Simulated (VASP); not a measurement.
# Li2Be3C2 (P-3m1) in VASP: notebook, part 2 of 2

VASP 6.6.1.

## 3. Relaxation of cell and atoms, PBE

This run uses another cell than the first one, of 9.76 Å³/atom.

INCAR reads:

```
SYSTEM = Li2Be3C2
  PREC = Accurate
  ENCUT = 600
  EDIFF = 1E-6
  ISMEAR = 0
  SIGMA = 0.1
  LREAL = .False.
  LASPH = .True.
  NELM = 100
  ALGO = Normal
  ISIF = 3
  LWAVE = .False.
  LCHARG = .False.
  GGA = PE
  IBRION = 2
  NSW = 100
  EDIFFG = -0.01
```

KPOINTS reads:

```
Automatic mesh
0
Gamma
  18 18 4
  0 0 0
```

POSCAR reads:

```
Li2Be3C2
1.0
    2.4908843394      0.0000000000      0.0000000000
   -1.2454421697      2.1571691158      0.0000000000
    0.0000000000      0.0000000000     12.7206821668
Li Be C
2 3 2
Direct
    0.6666666667      0.3333333333      0.8295643320
    0.3333333333      0.6666666667      0.1704356680
    0.3333333333      0.6666666667      0.6638656101
    0.6666666667      0.3333333333      0.3361343899
    0.0000000000      0.0000000000      0.0000000000
    0.3333333333      0.6666666667      0.5104121795
    0.6666666667      0.3333333333      0.4895878205
```

Potentials or basis: VASP PAW PBE potentials, release 64 (Li_sv, Be, C).

The run is started by

```bash
> cat potpaw_PBE.64/Li_sv/POTCAR potpaw_PBE.64/Be/POTCAR potpaw_PBE.64/C/POTCAR > POTCAR
> mpirun -np 1 vasp_std > vasp.out
```

OUTCAR:

```text
SYSTEM = Li2Be3C2
   PREC = Accurate
   ENCUT = 600
   EDIFF = 1E-6
   ISMEAR = 0
   LREAL = .False.
   LASPH = .True.
   NELM = 100
   ISIF = 3
   GGA = PE
   IBRION = 2
   NSW = 100
   EDIFFG = -0.01

 ion  position               nearest neighbor table
   1  0.667  0.333  0.830-
   2  0.333  0.667  0.170-
   3  0.333  0.667  0.664-   6 1.95
   4  0.667  0.333  0.336-   7 1.95
   5  0.000  0.000  0.000-
   6  0.333  0.667  0.510-   7 1.46   7 1.46   7 1.46   3 1.95
   7  0.667  0.333  0.490-   6 1.46   6 1.46   6 1.46   4 1.95

  LATTYP: Found a hexagonal cell.
 ALAT       =     2.4908843394
 C/A-ratio  =     5.1068939515

  Lattice vectors:

 A1 = (   2.4908843394,   0.0000000000,   0.0000000000)
[... 415 lines left out ...]
      2     -42.8729      2.00000
      3     -16.6987      2.00000
      4      -4.8966      2.00000
      5      -4.0735      2.00000
      6      -3.4977      2.00000
      7      -3.4282      2.00000
      8      -0.2864      2.00000
      9       0.2438      2.00000
     10       0.2438      2.00000
     11       0.9961      2.00000
     12       1.5834      2.00000
     13       6.5946      0.00000
     14       8.9654      0.00000
[... 377 lines left out ...]
      1     -42.7321      2.00000
      2     -42.7321      2.00000
      3     -11.8404      2.00000
      4      -9.1982      2.00000
      5      -4.1523      2.00000
      6       0.5229      2.00000
      7       0.9190      2.00000
      8       1.4511      2.00000
      9       1.5713      2.00000
     10       3.5162      0.00000
     11       4.0979      0.00000
     12       5.3839      0.00000
     13       6.0256      0.00000
     14       6.4041      0.00000

 [... further k-points ...]

------------------------ aborting loop because EDIFF is reached ----------------------------------------

  FORCE on cell =-STRESS in cart. coord.  units (eV):
  Direction    XX          YY          ZZ          XY          YZ          ZX
  --------------------------------------------------------------------------------------
  -------------------------------------------------------------------------------------
  Total       -0.0313351     -0.0313351     -0.0498586     -0.0000000     -0.0000000     -0.0000000
  in kB       -0.6298364     -0.6298364     -1.0021603     -0.0000000     -0.0000000     -0.0000000
  external PRESSURE =      -0.7539443 kB  Pullay stress =       0.0000000 kB
[... 22 lines left out ...]
  FREE ENERGIE OF THE ION-ELECTRON SYSTEM (eV)
  ---------------------------------------------------
  free  energy   TOTEN  =       -31.1689045785 eV

  energy  without entropy=      -31.1559991378  energy(sigma->0) =      -31.16245186

 reached required accuracy - stopping structural energy minimisation
```

OSZICAR:

```text
N       E                     dE             d eps       ncg     rms          rms(c)
DAV:   1     0.833850181215E+02    0.83385E+02   -0.10149E+04  3864   0.155E+03
DAV:   2    -0.182566466388E+02   -0.10164E+03   -0.96448E+02  4870   0.290E+02
[... 529 lines left out ...]
  62 F= -.31168886E+02 E0= -.31162440E+02  d E =-.168419E-03
       N       E                     dE             d eps       ncg     rms          rms(c)
DAV:   1    -0.311689088231E+02   -0.22985E-04   -0.76909E-03  3864   0.859E-01    0.216E-02
DAV:   2    -0.311689069067E+02    0.19163E-05   -0.15100E-04  5012   0.948E-02    0.138E-02
DAV:   3    -0.311689044268E+02    0.24800E-05   -0.18317E-05  5064   0.278E-02    0.453E-03
DAV:   4    -0.311689045785E+02   -0.15168E-06   -0.31908E-06  4092   0.887E-03
  63 F= -.31168905E+02 E0= -.31162452E+02  d E =-.186845E-03
```

Wall time 43 min (1 thread of Intel Xeon 6975P-C (Granite Rapids), shared host); peak memory 0.34 GiB.

Results:

```
Free energy                           : -31.1689 eV
Relaxed volume                        : 11.39 Å³/atom
Relaxed cell                          : a = 2.421 Å, b = 2.421 Å, c = 15.706 Å, α = 90.00°, β = 90.00°, γ = 120.00°
Space group after relaxing (to 0.1 Å) : P-3m1 (No. 164)
Energy gained by relaxing             : 60.0 meV/atom
Ionic steps                           : 63
Pressure after relaxing               : -0.1 GPa
Largest force after relaxing          : 0.006 eV/Å
Band gap on the k mesh                : zero (bands 10 and 11 overlap by 3.66 eV)
```

Forces on the atoms (eV/Å):
```
Li   0.000  0.000  0.005
Li   0.000  0.000 -0.005
Be   0.000  0.000  0.006
Be   0.000  0.000 -0.006
Be   0.000  0.000  0.000
C    0.000  0.000 -0.001
C    0.000  0.000  0.001
```

The path:
| step | energy change (eV) | largest force (eV/Å) | pressure (GPa) | volume (Å³) |
| --- | --- | --- | --- | --- |
| 1 | 0.0000 | 0.2096 | -0.12 | 68.35 |
| 3 | -0.0076 | 0.0971 | 0.27 | 68.16 |
| 5 | -0.0109 | 0.0741 | -0.52 | 68.52 |
| 7 | -0.0130 | 0.0669 | 0.29 | 68.00 |
| 9 | -0.0142 | 0.0276 | 0.04 | 68.12 |
| 11 | -0.0145 | 0.0249 | -0.14 | 68.33 |
| 13 | -0.0148 | 0.0428 | 0.07 | 68.30 |
| 15 | -0.0150 | 0.0592 | 0.30 | 68.28 |
| 17 | -0.0152 | 0.0604 | 0.32 | 68.31 |
| 19 | -0.0159 | 0.0625 | 0.45 | 68.44 |
| 21 | -0.0220 | 0.1380 | 1.44 | 68.97 |
| 23 | 0.1801 | 2.9649 | 6.80 | 70.65 |
| 25 | -0.0889 | 0.8362 | 4.64 | 69.96 |
| 27 | -0.1400 | 0.4384 | 2.36 | 71.18 |
| 29 | -0.1821 | 0.3127 | -0.24 | 73.19 |
| 31 | -0.1891 | 1.3270 | 1.94 | 75.11 |
| 33 | -0.2328 | 0.6473 | 0.85 | 74.53 |
| 35 | -0.2870 | 0.4245 | 0.40 | 77.18 |
| 37 | -0.3041 | 0.2671 | -0.31 | 77.43 |
| 39 | -0.3505 | 0.1756 | -1.86 | 78.88 |
| 41 | -0.3853 | 0.5322 | 0.64 | 77.47 |
| 43 | -0.4050 | 0.0955 | 1.46 | 77.05 |
| 45 | -0.4108 | 0.0840 | -0.09 | 78.18 |
| 47 | -0.4154 | 0.1387 | -0.27 | 78.92 |
| 49 | -0.4166 | 0.0444 | 0.05 | 78.92 |
| 51 | -0.4172 | 0.0772 | -0.16 | 79.03 |
| 53 | -0.4177 | 0.0471 | -0.13 | 79.01 |
| 55 | -0.4180 | 0.0888 | 0.02 | 78.92 |
| 57 | -0.4186 | 0.0241 | 0.11 | 78.92 |
| 59 | -0.4193 | 0.0087 | 0.31 | 79.01 |
| 61 | -0.4200 | 0.0690 | 0.01 | 79.57 |
| 63 | -0.4202 | 0.0062 | -0.08 | 79.71 |

Final structure:
```cif
data_structure
_symmetry_space_group_name_H-M 'P 1'
_symmetry_Int_Tables_number 1
_cell_length_a 2.4208
_cell_length_b 2.4208
_cell_length_c 15.7061
_cell_angle_alpha 90.000
_cell_angle_beta 90.000
_cell_angle_gamma 120.000
_cell_volume 79.71
loop_
_atom_site_label
_atom_site_type_symbol
_atom_site_fract_x
_atom_site_fract_y
_atom_site_fract_z
_atom_site_occupancy
Li1 Li 0.66667 0.33333 0.86391 1
Li2 Li 0.33333 0.66667 0.13609 1
Be1 Be 0.33333 0.66667 0.72464 1
Be2 Be 0.66667 0.33333 0.27536 1
Be3 Be 0.00000 0.00000 0.00000 1
C1 C 0.33333 0.66667 0.50001 1
C2 C 0.66667 0.33333 0.49999 1
```

Caveat: the cutoff is under 1.25 times the usual one of these potentials, so pressure, stress and relaxed cells hold a basis-set (Pulay) error; the volume moved by over 15 % at a fixed basis, so the end points are rough.

## 4. Relaxation of cell and atoms, PBE

INCAR reads:

```
PREC = Accurate ; ENCUT = 600
EDIFF = 1E-6 ; ISMEAR = 0
SIGMA = 0.1 ; LREAL = F
LASPH = T ; NELM = 80
ALGO = Normal ; ISIF = 3
LWAVE = F ; LCHARG = F
GGA = PE ; IBRION = 2
NSW = 100 ; EDIFFG = -0.01
```

KPOINTS reads:

```
Automatic mesh
0
Gamma
  18 18 4
```

POSCAR reads:

```
Li2Be3C2
1.0
    2.4204086191      0.0000000000      0.0000000000
   -1.2102043096      2.0961353517      0.0000000000
    0.0000000000      0.0000000000     17.1852573291
Li Be C
2 3 2
Direct
    0.6666666667      0.3333333333      0.8749322742
    0.3333333333      0.6666666667      0.1250677258
    0.3333333333      0.6666666667      0.7465884334
    0.6666666667      0.3333333333      0.2534115666
    0.0000000000      0.0000000000      0.0000000000
    0.3333333333      0.6666666667      0.5000008772
    0.6666666667      0.3333333333      0.4999991228
```

Potentials or basis: VASP PAW PBE potentials, release 64 (Li_sv, Be, C).

The run is started by

```bash
> cat potpaw_PBE.64/Li_sv/POTCAR potpaw_PBE.64/Be/POTCAR potpaw_PBE.64/C/POTCAR > POTCAR
> mpirun -np 1 vasp_std > vasp.out
```

OUTCAR:

```text
PREC = Accurate
   ENCUT = 600
   EDIFF = 1E-6
   ISMEAR = 0
   LREAL = F
   LASPH = T
   NELM = 80
   ISIF = 3
   GGA = PE
   IBRION = 2
   NSW = 100
   EDIFFG = -0.01

 ion  position               nearest neighbor table
   1  0.667  0.333  0.875-
   2  0.333  0.667  0.125-
   3  0.333  0.667  0.747-
   4  0.667  0.333  0.253-
   5  0.000  0.000  0.000-
   6  0.333  0.667  0.500-   7 1.40   7 1.40   7 1.40
   7  0.667  0.333  0.500-   6 1.40   6 1.40   6 1.40

  LATTYP: Found a hexagonal cell.
 ALAT       =     2.4204086191
 C/A-ratio  =     7.1001471378

  Lattice vectors:

 A1 = (   2.4204086191,   0.0000000000,   0.0000000000)
 A2 = (  -1.2102043096,   2.0961353517,   0.0000000000)
 A3 = (   0.0000000000,   0.0000000000,  17.1852573291)

Analysis of symmetry for initial positions (statically):
=====================================================================
 Subroutine PRICEL returns:
 Original cell was already a primitive cell.

 Routine SETGRP: Setting up the symmetry group for a
 hexagonal supercell.

 Subroutine GETGRP returns: Found 12 space group operations
 (whereof 12 operations were pure point group operations)
 out of a pool of 24 trial point group operations.

The static configuration has the point symmetry D_3d.

Analysis of symmetry for dynamics (positions and initial velocities):
=====================================================================
 Subroutine PRICEL returns:
 Original cell was already a primitive cell.

 Routine SETGRP: Setting up the symmetry group for a
 hexagonal supercell.

 Subroutine GETGRP returns: Found 12 space group operations
 (whereof 12 operations were pure point group operations)
 out of a pool of 24 trial point group operations.

The dynamic configuration has the point symmetry D_3d.

 Subroutine INISYM returns: Found 12 space group operations
 (whereof 12 operations are pure point group operations),
 and found     1 'primitive' translations

----------------------------------------------------------------------------------------

                                     Primitive cell

  volume of cell :      87.1895

  direct lattice vectors                    reciprocal lattice vectors
     2.420408619  0.000000000  0.000000000     0.413153379  0.238534215  0.000000000
    -1.210204310  2.096135352  0.000000000     0.000000000  0.477068429  0.000000000
     0.000000000  0.000000000 17.185257329     0.000000000  0.000000000  0.058189411

  length of vectors
     2.420408619  2.420408619 17.185257329     0.477068429  0.477068429  0.058189411

  position of ions in fractional coordinates (direct lattice)
     0.666666667  0.333333333  0.874932274
     0.333333333  0.666666667  0.125067726
     0.333333333  0.666666667  0.746588433
     0.666666667  0.333333333  0.253411567
     0.000000000  0.000000000  0.000000000
     0.333333333  0.666666667  0.500000877
     0.666666667  0.333333333  0.499999123

  ion indices of the primitive-cell ions
   primitive index   ion index
                 1           1
                 2           2
                 3           3
                 4           4
                 5           5
[... 62 lines left out ...]
   NGX,Y,Z   is equivalent  to a cutoff of  13.74, 13.74, 13.54 a.u.
   NGXF,Y,Z  is equivalent  to a cutoff of  27.47, 27.47, 27.09 a.u.
 SYSTEM =  unknown system
   PREC   = accura    normal or accurate (medium, high low for compatibility)
   ISTART =      0    job   : 0-new  1-cont  2-samecut
   ICHARG =      2    charge: 1-file 2-atom 10-const
   ISPIN  =      1    spin polarized calculation?
   LNONCOLLINEAR =      F non collinear calculations
   LSORBIT =      F    spin-orbit coupling
   LASPH  =      T    aspherical Exc in radial PAW
   ENCUT  =  600.0 eV  44.10 Ry    6.64 a.u.   4.83  4.83 34.32*2*pi/ulx,y,z
   NELM   =     80;   NELMIN=  2; NELMDL= -5     # of ELM steps
   EDIFF  = 0.1E-05   stopping-criterion for ELM
   LREAL  =      F    real-space projection
   EDIFFG = -.1E-01   stopping-criterion for IOM
   NSW    =    100    number of steps for IOM
   IBRION =      2    ionic relax: 0-MD 1-quasi-New 2-CG
   NFREE  =      1    steps in history (QN), initial steepest desc. (CG)
   ISIF   =      3    stress and relaxation
   ISYM   =      2    0-nonsym 1-usesym 2-fastsym
   POTIM  = 0.5000    time-step for ionic-motion
   TEBEG  =    0.0;   TEEND  =   0.0 temperature during run
   PSTRESS=    0.0 pullay stress
   NELECT =      20.0000    total number of electrons
   NUPDOWN=      -1.0000    fix difference up-down
   EMIN   =  10.00;   EMAX   =-10.00  energy-range for DOS
   EFERMI =   0.00;   METHOD = LEGACY
   ISMEAR =     0;   SIGMA  =   0.10  broadening in eV -4-tet -1-fermi 0-gaus
   EFERMI_NEDOS =   21; number of points for ismear=-14 and -15
   IALGO  =     38    algorithm
   IMIX   =      4    mixing-type and parameters
     AMIX     =   0.40;   BMIX     =  1.00
     AMIX_MAG =   1.60;   BMIX_MAG =  1.00
  volume/ion in A,a.u.               =      12.46        84.05
  Fermi-wavevector in a.u.,A,eV,Ry     =   1.002144  1.893778 13.664231  1.004293
  Thomas-Fermi vector in A             =   2.134612
   LORBIT       =      0    0 simple, 1 ext, 2 COOP (PROOUT), +10 PAW based schemes
   GGA     = PE    functional components
   LHFCALC =     F    Hartree Fock is set to
   AEXX    =    0.0000 exact exchange contribution
   IVDW    =     0    specifies the selected vdW correction
   LEPSILON=     F    determine dielectric tensor
   LRPA    =     F    only Hartree local field effects (RPA)
 conjugate gradient relaxation of ions
 non-spin polarized calculation
 Gauss-broadening in eV      SIGMA  =   0.10
  energy-cutoff  :      600.00
  volume of cell :       87.19
 maximum number of plane-waves:      2952
   NGX =  9   NGY =  9   NGZ = 69

 number of electron      20.0000002 magnetization

 Free energy of the ion-electron system (eV)
  ---------------------------------------------------
  ext. energy  EPLUGINS =         0.00000000
  ---------------------------------------------------
  free energy    TOTEN  =       -31.22944067 eV

  energy without entropy =      -31.21661869  energy(sigma->0) =      -31.22302968

 E-fermi :   2.4747     XC(G=0):  -8.5606

 val. band max:        2.4637164382   @ k =   0.2778   0.1667   0.0000
 cond. band min:       2.4786852939   @ k =   0.4444   0.1111   0.5000
 fundamental gap:      0.0149688557
 Fermi energy:         2.4746821403

 k-point     1 :       0.0000    0.0000    0.0000
  band No.  band energies     occupation
      1     -43.6007      2.00000
      2     -43.6007      2.00000
      3     -17.1570      2.00000
      4      -5.1957      2.00000
      5      -4.7878      2.00000
      6      -4.2267      2.00000
      7      -4.1904      2.00000
      8      -1.0485      2.00000
      9      -0.2103      2.00000
     10      -0.2103      2.00000
     11       0.3305      2.00000
     12       0.6849      2.00000
     13       5.6347      0.00000
     14       7.4904      0.00000
[... 377 lines left out ...]
      1     -43.4596      2.00000
      2     -43.4596      2.00000
      3     -12.2976      2.00000
      4      -9.6559      2.00000
      5      -4.6090      2.00000
      6       0.1578      2.00000
      7       0.2144      2.00000
      8       0.7426      2.00000
      9       0.8575      2.00000
     10       2.8157      0.00000
     11       3.3914      0.00000
     12       5.0148      0.00000
     13       5.2898      0.00000
     14       5.6879      0.00000

 [... further k-points ...]

------------------------ aborting loop because EDIFF is reached ----------------------------------------

  FORCE on cell =-STRESS in cart. coord.  units (eV):
  Direction    XX          YY          ZZ          XY          YZ          ZX
  --------------------------------------------------------------------------------------
  -------------------------------------------------------------------------------------
  Total        0.0029547      0.0029547     -0.0464243     -0.0000000     -0.0000000      0.0000000
  in kB        0.0542947      0.0542947     -0.8530838     -0.0000000     -0.0000000      0.0000000
  external PRESSURE =      -0.2481648 kB  Pullay stress =       0.0000000 kB

 VOLUME and BASIS-vectors are now :
 -----------------------------------------------------------------------------
  energy-cutoff  :      600.00
  volume of cell :       87.19
      direct lattice vectors                 reciprocal lattice vectors
     2.420408619  0.000000000  0.000000000     0.413153379  0.238534215  0.000000000
    -1.210204310  2.096135352  0.000000000     0.000000000  0.477068429  0.000000000
     0.000000000  0.000000000 17.185257329     0.000000000  0.000000000  0.058189411

 POSITION                                       TOTAL-FORCE (eV/Angst)
 -----------------------------------------------------------------------------------
      1.21020      0.69871     15.03594        -0.000000     -0.000000     -0.000314
     -0.00000      1.39742      2.14932        -0.000000      0.000000      0.000314
     -0.00000      1.39742     12.83031         0.000000      0.000000     -0.001168
      1.21020      0.69871      4.35494         0.000000     -0.000000      0.001168
      0.00000      0.00000      0.00000         0.000000      0.000000      0.000000
     -0.00000      1.39742      8.59264         0.000000      0.000000     -0.000026
      1.21020      0.69871      8.59261         0.000000      0.000000      0.000026
 -----------------------------------------------------------------------------------
    total drift:                                0.000000      0.000000     -0.000000

  FREE ENERGIE OF THE ION-ELECTRON SYSTEM (eV)
  ---------------------------------------------------
  free  energy   TOTEN  =       -31.2294406721 eV

  energy  without entropy=      -31.2166186949  energy(sigma->0) =      -31.22302968

 reached required accuracy - stopping structural energy minimisation
```

It took 2.3 min on 1 thread of Intel Xeon 6975P-C (Granite Rapids), shared host; peak memory 0.36 GiB.

Results:

```
Free energy             : -31.2294 eV
Pressure after relaxing : 0.0 GPa
Band gap on the k mesh  : zero (bands 10 and 11 overlap by 3.60 eV)
```

Final structure:
```
CELL_PARAMETERS angstrom
2.42041 0.00000 0.00000
-1.21020 2.09614 0.00000
0.00000 0.00000 17.18526
ATOMIC_POSITIONS crystal
Li 0.66667 0.33333 0.87493
Li 0.33333 0.66667 0.12507
Be 0.33333 0.66667 0.74659
Be 0.66667 0.33333 0.25341
Be 0.00000 0.00000 0.00000
C 0.33333 0.66667 0.50000
C 0.66667 0.33333 0.50000
```

Caveat: the cutoff is under 1.25 times the usual one of these potentials, so pressure, stress and relaxed cells hold a basis-set (Pulay) error.

## 5. Overview

```csv
task,cell,cutoff (eV),gap on the mesh (eV),pressure (GPa),relaxed volume (Å³/atom)
single point,"a = 2.420, b = 2.420, c = 17.185 Å, angles 90.0, 90.0, 120.0°, 7 atoms, atomic positions A",520,none,-,-
relaxation of cell and atoms,"relaxed from a = 2.491, b = 2.491, c = 12.721 Å, angles 90.0, 90.0, 120.0°, 7 atoms, atomic positions B",600,none,-0.1,11.39
relaxation of cell and atoms,"relaxed from a = 2.420, b = 2.420, c = 17.185 Å, angles 90.0, 90.0, 120.0°, 7 atoms, atomic positions A",600,none,0.0,12.46
```

Alike in all rows: level PBE; potentials or basis VASP PAW PBE potentials, release 64 (Li_sv, Be, C); no spin polarisation; k mesh 18 × 18 × 4; smearing gaussian 0.1 eV.

Caveats: the cutoff is under 1.25 times the usual one of these potentials, so pressure, stress and relaxed cells hold a basis-set (Pulay) error; the volume moved by over 15 % at a fixed basis, so the end points are rough (at least some runs).

Absolute energies hang on the potentials; compare differences alone.
